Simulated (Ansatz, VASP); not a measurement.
**Ti: VASP beside Ansatz**

File INCAR:

```
SYSTEM = Ti
ALGO = Normal
EDIFF = 1E-6
ENCUT = 520
GGA = PE
ISIF = 2
ISMEAR = -1
LASPH = .TRUE.
LCHARG = .FALSE.
LREAL = .FALSE.
LWAVE = .FALSE.
NBANDS = 19
NELM = 100
PREC = Accurate
SIGMA = 0.08
```

The input KPOINTS:

```
k-points
0
G
  12 12 12
  0 0 0
```

Contents of POSCAR:

```
Ti
1.0
    0.0000000000      2.7959686128      2.7959686128
    2.7959686128      0.0000000000      2.7959686128
    2.7959686128      2.7959686128      0.0000000000
Ti
2
Direct
   -0.1250000000     -0.1250000000     -0.1250000000
    0.1250000000      0.1250000000      0.1250000000
```

Input for Ansatz:

```yaml
crystal:
  lattice:
    - [0.0, 2.7959686128, 2.7959686128]
    - [2.7959686128, 0.0, 2.7959686128]
    - [2.7959686128, 2.7959686128, 0.0]
  atoms:
    - { symbol: Ti, position: [-0.125, -0.125, -0.125] }
    - { symbol: Ti, position: [0.125, 0.125, 0.125] }
kpoints:
  mp_grid: { grid: [12, 12, 12] }
scf:
  occupations: { method: fermi_dirac, width: 0.08 }
hamiltonian:
  xc: pbe
  pseudopotentials: { kind: all_electron, lapw: { basis_error: 0.001 } }
output:
  forces: true
  stress: true
  eigenvalues: true
  populations: true
```

Change from the starting cell: volume scaled by 0.95, LAPW.

Alike in both runs: task single point; functional PBE; k mesh 12 × 12 × 12; occupations fermi-dirac, width 0.08 eV; no spin polarisation.

|  | VASP | Ansatz |
| --- | --- | --- |
| version | VASP 6.6.1 | Ansatz 0.2.0 |
| potentials or method | VASP PAW PBE potentials, release 64 (Ti_sv), cutoff 520 eV | all-electron LAPW, scalar-relativistic |

|  | VASP | Ansatz | Ansatz less VASP |
| --- | --- | --- | --- |
| pressure (GPa) | 2.0 | 1.8 | -0.17 |

Ansatz ran all-electron here, and VASP with PAW potentials.
